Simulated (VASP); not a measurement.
Crystal: BSe.

```xyz
8
Lattice="3.4566 0.0000 0.0000 -1.7283 2.9935 0.0000 0.0000 0.0000 11.3902" Properties=species:S:1:pos:R:3 pbc="T T T"
B     1.7283    0.9978    1.4238
B     1.7283    0.9978    4.2713
B     0.0000    1.9957    7.1189
B     0.0000    1.9957    9.9665
Se    0.0000    0.0000    0.0000
Se    0.0000    1.9957    2.8476
Se    0.0000    0.0000    5.6951
Se    1.7283    0.9978    8.5427
```

```yaml
Program: VASP 6.6.1
Task: relaxation of cell and atoms
Functional: PBE
Potentials_or_basis: VASP PAW PBE potentials, release 64 (B, Se)
Cutoff: 600 eV
k_mesh: 6 × 6 × 2
Occupations: gaussian, width 0.1 eV
Spin: no spin polarisation
```

At the start: pressure -8.6 GPa; volume 14.73 Å³/atom.

Where does the relaxation end?

Over 6 steps the energy falls by 56.3 meV/atom and the volume is 13.31 Å³/atom (-9.7 %); space group P6_3/mmc (No. 194, to 0.1 Å) before and after.

The path:
```tsv
step	energy change (eV)	largest force (eV/Å)	pressure (GPa)	volume (Å³)
1	0.0000	0.6042	-8.57	117.86
2	-0.4079	0.4312	1.69	104.92
3	-0.4098	0.4456	0.92	105.64
4	-0.4448	0.1617	0.44	105.94
5	-0.4475	0.0639	0.29	106.05
6	-0.4502	0.0298	-0.10	106.46
```

Final structure:
```
CELL_PARAMETERS angstrom
3.31521 0.00000 0.00000
-1.65760 2.87105 0.00000
0.00000 0.00000 11.18443
ATOMIC_POSITIONS crystal
B 0.66667 0.33333 0.11939
B 0.66667 0.33333 0.38061
B 0.33333 0.66667 0.61939
B 0.33333 0.66667 0.88061
Se 0.00000 0.00000 0.00000
Se 0.33333 0.66667 0.25000
Se 0.00000 0.00000 0.50000
Se 0.66667 0.33333 0.75000
```
